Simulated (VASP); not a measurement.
# NaCl (Fm-3m) in VASP: a series of runs, part 2 of 2

VASP 6.6.1. Earlier steps stand in the parts before.

## 3. Single point, PBE+D4

This run uses another cell than the first one, of 22.38 Å³/atom, 1.032 times its volume.

Contents of INCAR:

```
PREC = Accurate
ENCUT = 520
EDIFF = 1E-7
ISMEAR = 0
SIGMA = 0.01
LREAL = False
LASPH = True
NELM = 80
ALGO = Normal
ISIF = 2
LWAVE = False
LCHARG = True
GGA = PE
IVDW = 13
LELF = True
LVHAR = True
NBANDS = 14
```

Contents of KPOINTS:

```
Automatic mesh
0
Gamma
  5 5 5
```

Contents of POSCAR:

```
NaCl
1.0
    0.0000000000      2.8182020008      2.8182020008
    2.8182020008      0.0000000000      2.8182020008
    2.8182020008      2.8182020008      0.0000000000
Na Cl
1 1
Direct
    0.0000000000      0.0000000000      0.0000000000
    0.5000000000      0.5000000000      0.5000000000
```

Potentials or basis: VASP PAW PBE potentials, release 64 (Na_pv, Cl).

Launch:

```sh
cat potpaw_PBE.64/Na_pv/POTCAR potpaw_PBE.64/Cl/POTCAR > POTCAR
mpirun -np 1 vasp_std > vasp.out
```

OUTCAR:

```text
PREC = Accurate
   ENCUT = 520
   EDIFF = 1E-7
   ISMEAR = 0
   LREAL = False
   LASPH = True
   NELM = 80
   ISIF = 2
   GGA = PE
   IVDW = 13

 ion  position               nearest neighbor table
   1  0.000  0.000  0.000-
   2  0.500  0.500  0.500-

  LATTYP: Found a face centered cubic cell.
 ALAT       =     5.6364040016

  Lattice vectors:

 A1 = (   0.0000000000,   2.8182020008,   2.8182020008)
 A2 = (   2.8182020008,   0.0000000000,   2.8182020008)
 A3 = (   2.8182020008,   2.8182020008,   0.0000000000)
[... 339 lines left out ...]

  DFT-D4 for vdW energy calculation

  Edisp (eV):   -0.19566

  FORCE on cell =-STRESS in cart. coord.  units (eV):
  Direction    XX          YY          ZZ          XY          YZ          ZX
  --------------------------------------------------------------------------------------
  -------------------------------------------------------------------------------------
  Total      -0.00879    -0.00879    -0.00879     0.00000     0.00000     0.00000
  in kB      -0.31475    -0.31475    -0.31475     0.00000     0.00000     0.00000
  external pressure =       -0.31 kB  Pullay stress =        0.00 kB

 VOLUME and BASIS-vectors are now :
 -----------------------------------------------------------------------------
  energy-cutoff  :      520.00
  volume of cell :       44.77
      direct lattice vectors                 reciprocal lattice vectors
     0.000000000  2.818202001  2.818202001    -0.177418084  0.177418084  0.177418084
     2.818202001  0.000000000  2.818202001     0.177418084 -0.177418084  0.177418084
     2.818202001  2.818202001  0.000000000     0.177418084  0.177418084 -0.177418084

 POSITION                                       TOTAL-FORCE (eV/Angst)
 -----------------------------------------------------------------------------------
      0.00000      0.00000      0.00000        -0.000000     -0.000000     -0.000000
      2.81820      2.81820      2.81820         0.000000      0.000000      0.000000
 -----------------------------------------------------------------------------------
    total drift:                               -0.000000      0.000000      0.000000

  FREE ENERGIE OF THE ION-ELECTRON SYSTEM (eV)
  ---------------------------------------------------
  free  energy   TOTEN  =        -6.9697240604 eV

  energy  without entropy=       -6.9697240604  energy(sigma->0) =       -6.96972406
```

OSZICAR:

```text
N       E                     dE             d eps       ncg     rms          rms(c)
DAV:   1     0.990373123806E+02    0.99037E+02   -0.71331E+03   280   0.102E+03
DAV:   2     0.175319361261E+01   -0.97284E+02   -0.90069E+02   300   0.270E+02
DAV:   3    -0.683416075268E+01   -0.85874E+01   -0.85291E+01   388   0.753E+01
DAV:   4    -0.696886513309E+01   -0.13470E+00   -0.13467E+00   292   0.988E+00
DAV:   5    -0.697183360446E+01   -0.29685E-02   -0.29681E-02   376   0.152E+00    0.215E+00
DAV:   6    -0.677994410128E+01    0.19189E+00   -0.32153E-01   340   0.328E+00    0.161E+00
DAV:   7    -0.676836685696E+01    0.11577E-01   -0.81968E-02   378   0.163E+00    0.109E+00
DAV:   8    -0.677405808934E+01   -0.56912E-02   -0.98340E-03   292   0.851E-01    0.289E-01
DAV:   9    -0.677394757007E+01    0.11052E-03   -0.21794E-04   376   0.112E-01    0.154E-01
DAV:  10    -0.677407292127E+01   -0.12535E-03   -0.31404E-04   322   0.138E-01    0.623E-02
DAV:  11    -0.677406302385E+01    0.98974E-05   -0.17124E-05   352   0.393E-02    0.151E-02
DAV:  12    -0.677406298399E+01    0.39867E-07   -0.23574E-06   316   0.145E-02    0.146E-03
DAV:  13    -0.677406355439E+01   -0.57041E-06   -0.32611E-07   334   0.385E-03    0.335E-03
DAV:  14    -0.677406335458E+01    0.19981E-06   -0.44496E-08   254   0.116E-03    0.290E-04
DAV:  15    -0.677406335303E+01    0.15466E-08   -0.31643E-09   200   0.540E-04
   1 F= -.69697241E+01 E0= -.69697241E+01  d E =-.184555E-90
```

It took 7.5 s on 1 thread of Intel Xeon Platinum 8375C at 2.90GHz (Ice Lake), shared host; peak memory 0.15 GiB.

Results:

```
Free energy                : -6.9697 eV
Pressure                   : 0.0 GPa
Band gap on the k mesh     : 5.11 eV, direct
Dispersion energy per atom : -0.098 eV
```

Levels at points of the mesh, in eV from the valence-band top:
```tsv
k point	band 5	band 6	band 7	band 8	band 9	band 10
(0.00, 0.00, 0.00)	0.00	0.00	0.00	5.11	11.12	11.12
```

Expect the measured gap to be larger: semilocal functionals such as PBE lack the derivative discontinuity.

## 4. Single point, RPBE

This run uses another cell than the first one, of 24.92 Å³/atom, 1.149 times its volume.

Contents of INCAR:

```
PREC = Accurate ; ENCUT = 520
EDIFF = 1E-6 ; ISMEAR = 0
SIGMA = 0.01 ; LREAL = F
LASPH = T ; NELM = 80
ALGO = Normal ; ISIF = 2
LWAVE = F ; LCHARG = T
GGA = RP ; LELF = T
LVHAR = T ; NBANDS = 14
```

KPOINTS is that of step 3.

Contents of POSCAR:

```
NaCl
1.0
    0.0000000000      2.9207795663      2.9207795663
    2.9207795663      0.0000000000      2.9207795663
    2.9207795663      2.9207795663      0.0000000000
Na Cl
1 1
Direct
    0.0000000000      0.0000000000      0.0000000000
    0.5000000000      0.5000000000      0.5000000000
```

Launch:

```sh
cat potpaw_PBE.64/Na_pv/POTCAR potpaw_PBE.64/Cl/POTCAR > POTCAR
mpirun -np 1 vasp_std > vasp.out
```

Wall time 6.2 s (1 thread of Intel Xeon Platinum 8375C at 2.90GHz (Ice Lake), shared host); peak memory 0.16 GiB.

It converged, with:

| Quantity | Value |
| --- | --- |
| Free energy | -6.4631 eV |
| Pressure | 0.0 GPa |
| Band gap on the k mesh | 5.05 eV, direct |

Levels at points of the mesh, in eV from the valence-band top:
```
           k point  band 4  band 5  band 6  band 7  band 8  band 9  band 10  band 11
(0.00, 0.00, 0.00)  -12.43    0.00    0.00    0.00    5.05   11.17    11.17    11.17
```

Caveat: the PAW data sets were made with another functional, which shifts forces and pressure a little.

## 5. Single point, r2SCAN+rVV10

This run uses another cell than the first one, of 21.57 Å³/atom, 0.994 times its volume.

Contents of POSCAR:

```
NaCl
1.0
    0.0000000000      2.7834652041      2.7834652041
    2.7834652041      0.0000000000      2.7834652041
    2.7834652041      2.7834652041      0.0000000000
Na Cl
1 1
Direct
    0.0000000000      0.0000000000      0.0000000000
    0.5000000000      0.5000000000      0.5000000000
```

Contents of INCAR.step1:

```
SYSTEM = NaCl
PREC     = Accurate       ! precision mode
ENCUT    = 520            ! plane-wave cutoff, eV
ISMEAR   = 0              ! smearing method
SIGMA    = 0.01           ! smearing width, eV
LREAL    = .False.        ! projectors in reciprocal space
LASPH    = .True.         ! aspherical terms in the spheres
NELM     = 100            ! most SCF steps
NBANDS   = 14             ! bands
GGA      = PE             ! functional
ALGO     = Normal         ! electronic algorithm
EDIFF    = 1E-4           ! SCF threshold, eV
LWAVE    = .True.         ! write WAVECAR
LCHARG   = .False.        ! write CHGCAR
```

Contents of INCAR.step2:

```
SYSTEM = NaCl
PREC     = Accurate       ! precision mode
ENCUT    = 520            ! plane-wave cutoff, eV
EDIFF    = 1E-7           ! SCF threshold, eV
ISMEAR   = 0              ! smearing method
SIGMA    = 0.01           ! smearing width, eV
LREAL    = .False.        ! projectors in reciprocal space
LASPH    = .True.         ! aspherical terms in the spheres
NELM     = 100            ! most SCF steps
ALGO     = Normal         ! electronic algorithm
ISIF     = 2              ! what is computed and relaxed
LWAVE    = .False.        ! write WAVECAR
LCHARG   = .False.        ! write CHGCAR
METAGGA  = R2SCAN         ! meta-GGA
LMIXTAU  = .True.       
LUSE_VDW = .True.       
IVDW_NL  = 2            
BPARAM   = 11.95        
CPARAM   = 0.0093       
NBANDS   = 14             ! bands
ISTART   = 1
```

Contents of KPOINTS:

```
Automatic mesh
0
Gamma
  5 5 5
  0 0 0
```

Launch:

```sh
cat potpaw_PBE.64/Na_pv/POTCAR potpaw_PBE.64/Cl/POTCAR > POTCAR
cp INCAR.step1 INCAR
mpirun -np 1 vasp_std > vasp.out
cp INCAR.step2 INCAR
mpirun -np 1 vasp_std > vasp.out
```

Wall time 72 s (1 thread of Intel Xeon Platinum 8375C at 2.90GHz (Ice Lake), shared host); peak memory 0.27 GiB.

It converged, with:

| Item | Value |
| --- | --- |
| Free energy | -13.3204 eV |
| Pressure | -0.2 GPa |
| Band gap on the k mesh | 6.00 eV, direct |

Levels at points of the mesh, in eV from the valence-band top:
```
           k point  band 5  band 6  band 7  band 8  band 9  band 10
(0.00, 0.00, 0.00)    0.00    0.00    0.00    6.00   11.74    11.74
```

Caveat: the PAW data sets were made with another functional, which shifts forces and pressure a little. r2SCAN opens gaps a little over a GGA but as a rule still falls short of measured ones.

## 6. Overview

| level | cell | gap on the mesh (eV) | pressure (GPa) |
| --- | --- | --- | --- |
| PBE+D3(BJ) | a = 3.944 Å, angles 60.0°, 2 atoms | 5.24 | 0.0 |
| PBE+D4 | a = 3.986 Å, angles 60.0°, 2 atoms | 5.11 | 0.0 |
| RPBE | a = 4.131 Å, angles 60.0°, 2 atoms | 5.05 | 0.0 |
| r2SCAN+rVV10 | a = 3.936 Å, angles 60.0°, 2 atoms | 6.00 | -0.2 |

Alike in all rows: task single point; potentials or basis VASP PAW PBE potentials, release 64 (Na_pv, Cl); no spin polarisation; k mesh 5 × 5 × 5; cutoff (eV) 520; smearing gaussian 0.01 eV.

Caveats: the PAW data sets were made with another functional, which shifts forces and pressure a little (some runs).

Total energies depend on the potentials used, so only differences within one code and one set of settings carry meaning.
